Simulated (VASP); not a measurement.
# Zr3Sb4 (P-43m) in VASP: further runs

Runs on Zr3Sb4. Level: PBE. Tasks: single point, relaxation of cell and atoms.

All numbers are computed with VASP 6.6.1; they aren't measurements. Logs are shortened: lines on timing, memory, paths and dates and some standing lists are left out, and cuts for length are marked.

### 1 The cell of the first run

Symmetry: P-43m, No. 215, cubic system. The conventional cell has a = 6.290 Å, b = 6.290 Å, c = 6.290 Å, α = 90.00°, β = 90.00°, γ = 90.00°. Zr (site symmetry -42m) has 4 Sb at 2.82 Å within 3.7 Å. Sb (site symmetry 3m) has 3 Zr at 2.82 Å within 3.7 Å.

The cell was generated, and may not be a known phase.

### 2 Single point, PBE

INCAR

```
SYSTEM = Zr3Sb4
  PREC = Accurate
  ENCUT = 520
  EDIFF = 1E-7
  ISMEAR = 0
  SIGMA = 0.02
  LREAL = .False.
  LASPH = .True.
  NELM = 100
  ALGO = Normal
  ISIF = 2
  LWAVE = .False.
  LCHARG = .False.
  GGA = PE
  NBANDS = 37
```

KPOINTS

```
Automatic mesh
0
Gamma
  4 4 4
  0 0 0
```

POSCAR

```
Zr3Sb4
1.0
    6.2902099132      0.0000000000      0.0000000000
    0.0000000000      6.2902099132      0.0000000000
    0.0000000000      0.0000000000      6.2902099132
Zr Sb
3 4
Direct
    0.0000000000      0.0000000000      0.5000000000
    0.5000000000      0.0000000000      0.0000000000
    0.0000000000      0.5000000000      0.0000000000
    0.2744381441      0.7255618559      0.2744381441
    0.7255618559      0.2744381441      0.2744381441
    0.2744381441      0.2744381441      0.7255618559
    0.7255618559      0.7255618559      0.7255618559
```

Potentials or basis: VASP PAW PBE potentials, release 64 (Zr_sv, Sb).

On the command line:

```
$ cat potpaw_PBE.64/Zr_sv/POTCAR potpaw_PBE.64/Sb/POTCAR > POTCAR
$ mpirun -np 1 vasp_std > vasp.out
```

OUTCAR:

```text
SYSTEM = Zr3Sb4
   PREC = Accurate
   ENCUT = 520
   EDIFF = 1E-7
   ISMEAR = 0
   LREAL = .False.
   LASPH = .True.
   NELM = 100
   ISIF = 2
   GGA = PE

 ion  position               nearest neighbor table
   1  0.000  0.000  0.500-   4 2.82   5 2.82   6 2.82   7 2.82
   2  0.500  0.000  0.000-   4 2.82   5 2.82   6 2.82   7 2.82
   3  0.000  0.500  0.000-   4 2.82   5 2.82   6 2.82   7 2.82
   4  0.274  0.726  0.274-   1 2.82   2 2.82   3 2.82
   5  0.726  0.274  0.274-   1 2.82   2 2.82   3 2.82
   6  0.274  0.274  0.726-   1 2.82   2 2.82   3 2.82
   7  0.726  0.726  0.726-   1 2.82   2 2.82   3 2.82

  LATTYP: Found a simple cubic cell.
 ALAT       =     6.2902099132

  Lattice vectors:

 A1 = (   6.2902099132,   0.0000000000,   0.0000000000)
 A2 = (   0.0000000000,   6.2902099132,   0.0000000000)
 A3 = (   0.0000000000,   0.0000000000,   6.2902099132)

Analysis of symmetry for initial positions (statically):
=====================================================================
 Subroutine PRICEL returns:
 Original cell was already a primitive cell.

 Routine SETGRP: Setting up the symmetry group for a
 simple cubic supercell.

 Subroutine GETGRP returns: Found 24 space group operations
 (whereof 24 operations were pure point group operations)
 out of a pool of 48 trial point group operations.

The static configuration has the point symmetry T_d .

Analysis of symmetry for dynamics (positions and initial velocities):
=====================================================================
 Subroutine PRICEL returns:
 Original cell was already a primitive cell.

 Routine SETGRP: Setting up the symmetry group for a
 simple cubic supercell.

 Subroutine GETGRP returns: Found 24 space group operations
 (whereof 24 operations were pure point group operations)
 out of a pool of 48 trial point group operations.

The dynamic configuration has the point symmetry T_d .

 Subroutine INISYM returns: Found 24 space group operations
 (whereof 24 operations are pure point group operations),
 and found     1 'primitive' translations

----------------------------------------------------------------------------------------

                                     Primitive cell

  volume of cell :     248.8831

  direct lattice vectors                    reciprocal lattice vectors
     6.290209913  0.000000000  0.000000000     0.158977206  0.000000000  0.000000000
     0.000000000  6.290209913  0.000000000     0.000000000  0.158977206  0.000000000
     0.000000000  0.000000000  6.290209913     0.000000000  0.000000000  0.158977206

  length of vectors
     6.290209913  6.290209913  6.290209913     0.158977206  0.158977206  0.158977206

  position of ions in fractional coordinates (direct lattice)
     0.000000000  0.000000000  0.500000000
     0.500000000  0.000000000  0.000000000
     0.000000000  0.500000000  0.000000000
     0.274438144  0.725561856  0.274438144
     0.725561856  0.274438144  0.274438144
     0.274438144  0.274438144  0.725561856
     0.725561856  0.725561856  0.725561856

  ion indices of the primitive-cell ions
   primitive index   ion index
                 1           1
                 2           2
                 3           3
                 4           4
                 5           5
                 6           6
                 7           7

----------------------------------------------------------------------------------------

 KPOINTS: Automatic mesh

Automatic generation of k-mesh.
 Grid dimensions read from file:
 generate k-points for:    4    4    4

 Generating k-lattice:

  Cartesian coordinates                     Fractional coordinates (reciprocal lattice)
     0.039744302  0.000000000  0.000000000     0.250000000  0.000000000  0.000000000
     0.000000000  0.039744302  0.000000000     0.000000000  0.250000000  0.000000000
     0.000000000  0.000000000  0.039744302     0.000000000  0.000000000  0.250000000

  Length of vectors
     0.039744302  0.039744302  0.039744302

  Shift w.r.t. Gamma in fractional coordinates (k-lattice)
     0.000000000  0.000000000  0.000000000

 Subroutine IBZKPT returns following result:
 ===========================================

 Found     10 irreducible k-points:

 Following reciprocal coordinates:
            Coordinates               Weight
  0.000000  0.000000  0.000000      1.000000
  0.250000  0.000000  0.000000      6.000000
  0.500000  0.000000  0.000000      3.000000
  0.250000  0.250000  0.000000     12.000000
  0.500000  0.250000  0.000000     12.000000
  0.500000  0.500000  0.000000      3.000000
  0.250000  0.250000  0.250000      8.000000
  0.500000  0.250000  0.250000     12.000000
  0.500000  0.500000  0.250000      6.000000
  0.500000  0.500000  0.500000      1.000000
   k-points           NKPTS =     10   k-points in BZ     NKDIM =     10   number of bands    NBANDS=     37
   number of dos      NEDOS =    301   number of ions     NIONS =      7
   total plane-waves  NPLWV = 110592
   dimension x,y,z NGX =    48 NGY =   48 NGZ =   48
   dimension x,y,z NGXF=    96 NGYF=   96 NGZF=   96
   ions per type =               3   4
   NGX,Y,Z   is equivalent  to a cutoff of  12.69, 12.69, 12.69 a.u.
   NGXF,Y,Z  is equivalent  to a cutoff of  25.37, 25.37, 25.37 a.u.
 SYSTEM =  Zr3Sb4
   PREC   = accura    normal or accurate (medium, high low for compatibility)
   ISTART =      0    job   : 0-new  1-cont  2-samecut
   ICHARG =      2    charge: 1-file 2-atom 10-const
   ISPIN  =      1    spin polarized calculation?
   LNONCOLLINEAR =      F non collinear calculations
   LSORBIT =      F    spin-orbit coupling
   LASPH  =      T    aspherical Exc in radial PAW
   ENCUT  =  520.0 eV  38.22 Ry    6.18 a.u.  11.70 11.70 11.70*2*pi/ulx,y,z
   NELM   =    100;   NELMIN=  2; NELMDL= -5     # of ELM steps
   EDIFF  = 0.1E-06   stopping-criterion for ELM
   LREAL  =      F    real-space projection
   EDIFFG = 0.1E-05   stopping-criterion for IOM
   NSW    =      0    number of steps for IOM
   IBRION =     -1    ionic relax: 0-MD 1-quasi-New 2-CG
   NFREE  =      0    steps in history (QN), initial steepest desc. (CG)
   ISIF   =      2    stress and relaxation
   ISYM   =      2    0-nonsym 1-usesym 2-fastsym
   POTIM  = 0.5000    time-step for ionic-motion
   TEBEG  =    0.0;   TEEND  =   0.0 temperature during run
   PSTRESS=    0.0 pullay stress
   NELECT =      56.0000    total number of electrons
   NUPDOWN=      -1.0000    fix difference up-down
   EMIN   =  10.00;   EMAX   =-10.00  energy-range for DOS
   EFERMI =   0.00;   METHOD = LEGACY
   ISMEAR =     0;   SIGMA  =   0.02  broadening in eV -4-tet -1-fermi 0-gaus
   EFERMI_NEDOS =   21; number of points for ismear=-14 and -15
   IALGO  =     38    algorithm
   IMIX   =      4    mixing-type and parameters
     AMIX     =   0.40;   BMIX     =  1.00
     AMIX_MAG =   1.60;   BMIX_MAG =  1.00
  volume/ion in A,a.u.               =      35.55       239.94
  Fermi-wavevector in a.u.,A,eV,Ry     =   0.995724  1.881646 13.489721  0.991467
  Thomas-Fermi vector in A             =   2.127764
   LORBIT       =      0    0 simple, 1 ext, 2 COOP (PROOUT), +10 PAW based schemes
   GGA     = PE    functional components
   LHFCALC =     F    Hartree Fock is set to
   AEXX    =    0.0000 exact exchange contribution
   IVDW    =     0    specifies the selected vdW correction
   LEPSILON=     F    determine dielectric tensor
   LRPA    =     F    only Hartree local field effects (RPA)
 non-spin polarized calculation
 Gauss-broadening in eV      SIGMA  =   0.02
  energy-cutoff  :      520.00
  volume of cell :      248.88
 maximum number of plane-waves:      6776
 NGX is ok and might be reduce to    48
   NGX = 23   NGY = 23   NGZ = 23

 number of electron      55.9999997 magnetization

 Free energy of the ion-electron system (eV)
  ---------------------------------------------------
  ext. energy  EPLUGINS =         0.00000000
  ---------------------------------------------------
  free energy    TOTEN  =       -41.36645269 eV

  energy without entropy =      -41.36645269  energy(sigma->0) =      -41.36645269

 E-fermi :   4.4341     XC(G=0):  -8.7723

 val. band max:        4.1841753584   @ k =   0.2500   0.2500   0.0000
 cond. band min:       4.8803399097   @ k =   0.2500   0.0000   0.0000
 fundamental gap:      0.6961645513
 Fermi energy:         4.4340950839

 k-point     1 :       0.0000    0.0000    0.0000
  band No.  band energies     occupation
      1     -44.8903      2.00000
      2     -44.8881      2.00000
      3     -44.8881      2.00000
      4     -22.9362      2.00000
      5     -22.9362      2.00000
      6     -22.9362      2.00000
[... 29 lines left out ...]
     36       6.4127      0.00000
     37       6.4164      0.00000

 k-point     2 :       0.2500    0.0000    0.0000
  band No.  band energies     occupation
      1     -44.8900      2.00000
      2     -44.8884      2.00000
      3     -44.8881      2.00000
      4     -22.9354      2.00000
      5     -22.9354      2.00000
      6     -22.9344      2.00000
[... 29 lines left out ...]
     36       6.3421      0.00000
     37       6.8972      0.00000

 k-point     3 :       0.5000    0.0000    0.0000
  band No.  band energies     occupation
      1     -44.8896      2.00000
      2     -44.8888      2.00000
      3     -44.8881      2.00000
      4     -22.9346      2.00000
      5     -22.9346      2.00000
      6     -22.9323      2.00000
[... 29 lines left out ...]
     36       6.8103      0.00000
     37       7.0060      0.00000
[... 201 lines left out ...]
 k-point     9 :       0.5000    0.5000    0.2500
  band No.  band energies     occupation
      1     -44.8888      2.00000
      2     -44.8888      2.00000
      3     -44.8888      2.00000
      4     -22.9419      2.00000
      5     -22.9382      2.00000
      6     -22.9382      2.00000
[... 29 lines left out ...]
     36       6.9446      0.00000
     37       6.9633      0.00000

 k-point    10 :       0.5000    0.5000    0.5000
  band No.  band energies     occupation
      1     -44.8888      2.00000
      2     -44.8888      2.00000
      3     -44.8888      2.00000
      4     -22.9416      2.00000
      5     -22.9416      2.00000
      6     -22.9416      2.00000
[... 29 lines left out ...]
     36       7.3532      0.00000
     37       7.3532      0.00000

------------------------ aborting loop because EDIFF is reached ----------------------------------------

  FORCE on cell =-STRESS in cart. coord.  units (eV):
  Direction    XX          YY          ZZ          XY          YZ          ZX
  --------------------------------------------------------------------------------------
  -------------------------------------------------------------------------------------
  Total        0.0751462      0.0751462      0.0751462      0.0000000      0.0000000      0.0000000
  in kB        0.4837512      0.4837512      0.4837512      0.0000000      0.0000000      0.0000000
  external PRESSURE =       0.4837512 kB  Pullay stress =       0.0000000 kB

 VOLUME and BASIS-vectors are now :
 -----------------------------------------------------------------------------
  energy-cutoff  :      520.00
  volume of cell :      248.88
      direct lattice vectors                 reciprocal lattice vectors
     6.290209913  0.000000000  0.000000000     0.158977206  0.000000000  0.000000000
     0.000000000  6.290209913  0.000000000     0.000000000  0.158977206  0.000000000
     0.000000000  0.000000000  6.290209913     0.000000000  0.000000000  0.158977206

 POSITION                                       TOTAL-FORCE (eV/Angst)
 -----------------------------------------------------------------------------------
      0.00000      0.00000      3.14510         0.000000     -0.000000     -0.000000
      3.14510      0.00000      0.00000         0.000000     -0.000000     -0.000000
      0.00000      3.14510      0.00000         0.000000     -0.000000     -0.000000
      1.72627      4.56394      1.72627         0.007663     -0.007663      0.007663
      4.56394      1.72627      1.72627        -0.007663      0.007663      0.007663
      1.72627      1.72627      4.56394         0.007663      0.007663     -0.007663
      4.56394      4.56394      4.56394        -0.007663     -0.007663     -0.007663
 -----------------------------------------------------------------------------------
    total drift:                               -0.000000     -0.000000     -0.000000

  FREE ENERGIE OF THE ION-ELECTRON SYSTEM (eV)
  ---------------------------------------------------
  free  energy   TOTEN  =       -41.3664526908 eV

  energy  without entropy=      -41.3664526908  energy(sigma->0) =      -41.36645269
```

Run time: 58 s. Hardware: 1 thread of Intel Xeon 6975P-C (Granite Rapids), shared host; peak memory 0.37 GiB.

What came out:

* Free energy: -41.3665 eV
* Pressure: 0.0 GPa
* Largest force: 0.013 eV/Å
* Band gap on the k mesh: 0.70 eV (least direct gap 0.77 eV)

Forces on the atoms (eV/Å):
```
Zr   0.000  0.000  0.000
Zr   0.000  0.000  0.000
Zr   0.000  0.000  0.000
Sb   0.008 -0.008  0.008
Sb  -0.008  0.008  0.008
Sb   0.008  0.008 -0.008
Sb  -0.008 -0.008 -0.008
```

Caveat: semilocal functionals underestimate gaps, and a narrow one can read as zero; spin-orbit coupling is left out, which moves the levels of the heavy elements. A k mesh can miss the band edges.

### 3 Single point, PBE

INCAR

```
PREC     = Accurate       # precision mode
ENCUT    = 520            # plane-wave cutoff, eV
EDIFF    = 1E-6           # SCF threshold, eV
ISMEAR   = 0              # smearing method
SIGMA    = 0.02           # smearing width, eV
LREAL    = F              # projectors in reciprocal space
LASPH    = T              # aspherical terms in the spheres
NELM     = 100            # most SCF steps
ALGO     = Normal         # electronic algorithm
ISIF     = 2              # what is computed and relaxed
LWAVE    = F              # write WAVECAR
LCHARG   = F              # write CHGCAR
GGA      = PE             # functional
NBANDS   = 37             # bands
```

KPOINTS

```
regular mesh
0
Gamma
  4 4 4
```

POSCAR is that of step 2.

Potentials or basis: VASP PAW PBE potentials, release 64 (Zr_sv, Sb).

On the command line:

```
$ cat potpaw_PBE.64/Zr_sv/POTCAR potpaw_PBE.64/Sb/POTCAR > POTCAR
$ mpirun -np 1 vasp_std > vasp.out
```

Wall time 55 s (1 thread of Intel Xeon 6975P-C (Granite Rapids), shared host); peak memory 0.36 GiB.

It converged, with:

| Property | Result |
| --- | --- |
| Free energy | -41.3665 eV |
| Pressure | 0.1 GPa |
| Largest force | 0.013 eV/Å |
| Band gap on the k mesh | 0.70 eV (least direct gap 0.77 eV) |

Forces on the atoms (eV/Å):
```
Zr   0.000  0.000  0.000
Zr   0.000  0.000  0.000
Zr   0.000  0.000  0.000
Sb   0.008 -0.008  0.008
Sb  -0.008  0.008  0.008
Sb   0.008  0.008 -0.008
Sb  -0.008 -0.008 -0.008
```

Levels at points of the mesh, in eV from the valence-band top:
| k point | band 24 | band 25 | band 26 | band 27 | band 28 | band 29 | band 30 | band 31 | band 32 | band 33 |
| --- | --- | --- | --- | --- | --- | --- | --- | --- | --- | --- |
| (0.00, 0.00, 0.00) | -0.29 | -0.29 | -0.28 | -0.28 | -0.28 | 1.22 | 1.22 | 1.22 | 1.45 | 1.47 |
| (0.50, 0.00, 0.00) | -1.09 | -0.51 | -0.51 | -0.14 | -0.14 | 0.74 | 1.03 | 1.03 | 1.10 | 1.61 |
| (0.50, 0.50, 0.00) | -1.03 | -0.73 | -0.52 | -0.07 | -0.07 | 1.08 | 1.36 | 1.36 | 1.60 | 1.91 |
| (0.50, 0.50, 0.50) | -0.93 | -0.93 | -0.26 | -0.26 | -0.26 | 1.51 | 1.74 | 1.74 | 1.74 | 1.99 |

Caveat: semilocal functionals underestimate gaps, and a narrow one can read as zero; spin-orbit coupling is left out, which moves the levels of the heavy elements.

(Part 1 of 2 ends here.)
